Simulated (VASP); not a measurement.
Set up this calculation in VASP 6.6.1, as the native input.

```
Task                   : single point
Functional             : PBE
Potentials or basis    : VASP PAW PBE potentials, release 64 (In_d, W_sv, S)
Cutoff                 : 520 eV
k mesh                 : 4 × 4 × 4
Occupations            : gaussian, width 0.1 eV
Spin                   : collinear spin
Starting moments       : [0.01, 1.88, 0.01, 0.01, 0.01, 0.01] μB
Dipole correction      : no
Further INCAR settings : ALGO = Normal; EDIFF = 1e-06; NBANDS = 38
```

The structure of InWS4 lies in POSCAR:

```
InWS4
1.0
    0.0000000000      3.7652426002      3.7652426002
    3.7652426002      0.0000000000      3.7652426002
    3.7652426002      3.7652426002      0.0000000000
In W S
1 1 4
Direct
    0.0000000000      0.0000000000      0.0000000000
    0.7500000000      0.7500000000      0.7500000000
    0.8697760849      0.3767413050      0.3767413050
    0.3767413050      0.3767413050      0.3767413050
    0.3767413050      0.8697760849      0.3767413050
    0.3767413050      0.3767413050      0.8697760849
```

The cell was generated, and may not be a known phase.

These files were run (other wordings do the same):

INCAR

```
SYSTEM = InWS4
PREC = Accurate
ENCUT = 520
EDIFF = 1E-6
ISMEAR = 0
SIGMA = 0.1
LREAL = .FALSE.
LASPH = .TRUE.
NELM = 150
ALGO = Normal
ISIF = 2
LWAVE = .FALSE.
LCHARG = .FALSE.
ISPIN = 2
MAGMOM = 0.01 1.88 0.01 0.01 0.01 0.01
LORBIT = 11
LMAXMIX = 4
GGA = PE
NBANDS = 38
```

KPOINTS

```
Automatic mesh
0
G
  4 4 4
  0 0 0
```

Potentials or basis: VASP PAW PBE potentials, release 64 (In_d, W_sv, S).

Launch:

```console
$ cat potpaw_PBE.64/In_d/POTCAR potpaw_PBE.64/W_sv/POTCAR potpaw_PBE.64/S/POTCAR > POTCAR
$ mpirun -np 1 vasp_std > vasp.out
```

Results of the run:

The pressure is 0.0 GPa. The largest force is 0.006 eV/Å, the net moment is 2.19 μB per cell and the site moments are In +0.01; W +1.64; S +0.00 μB. The valence electrons inside the program's atomic spheres are In 11.29; W 11.55; S 3.53.

Caveat: the k points lie up to 0.36 Å⁻¹ apart.

Run time: 88 s on 1 thread of Intel(R) Xeon(R) Platinum 8259CL CPU @ 2.50GHz (Skylake/Cascade Lake), on a shared host, peak memory 0.31 GiB.
